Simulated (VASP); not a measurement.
Tl2Ga:

```
CELL_PARAMETERS angstrom
-1.95274 1.95274 4.79032
1.95274 -1.95274 4.79032
1.95274 1.95274 -4.79032
ATOMIC_POSITIONS crystal
Tl 0.66500 0.66500 0.00000
Tl 0.33500 0.33500 0.00000
Ga 0.00000 0.00000 0.00000
```

- Program: VASP 6.6.1
- Task: relaxation of cell and atoms
- Functional: PBE
- Potentials or basis: VASP PAW PBE potentials, release 64 (Tl_d, Ga_d)
- Cutoff: 600 eV
- k mesh: 6 × 6 × 6
- Occupations: gaussian, width 0.1 eV
- Spin: no spin polarisation

At the start: pressure 5.8 GPa; volume 24.36 Å³/atom.

Problem. Where does the relaxation end?

Solution. Over 12 steps the energy falls by 93.7 meV/atom and the volume is 27.35 Å³/atom (+12.3 %); space group I4/mmm (No. 139, to 0.1 Å) before and after.

Step by step:
```
step  energy change (eV)  largest force (eV/Å)  pressure (GPa)  volume (Å³)
   1              0.0000                0.1605            5.85        73.07
   2             -0.1811                0.0994            0.18        82.87
   3             -0.1827                0.0949           -0.24        84.11
   4             -0.1959                0.1072           -0.36        84.03
   5             -0.2112                0.1476           -0.42        83.80
   6             -0.2355                0.2119           -0.26        83.12
   7             -0.2560                0.1750            0.61        80.95
   8             -0.2549                0.2387           -0.06        82.54
   9             -0.2698                0.2053            0.10        81.80
  10             -0.2789                0.0614           -0.05        82.39
  11             -0.2792                0.0418           -0.06        82.48
  12             -0.2810                0.0040            0.08        82.05
```

Final structure:
```
Tl Ga
1.0
    -1.87403    1.87403    5.84075
     1.87403   -1.87403    5.84075
     1.87403    1.87403   -5.84075
Tl Ga
2 1
Direct
  0.65386 0.65386 0.00000
  0.34614 0.34614 0.00000
  0.00000 0.00000 0.00000
```

Caveat: a cell axis changed by over 15 % at a fixed basis, so the end point is rough.
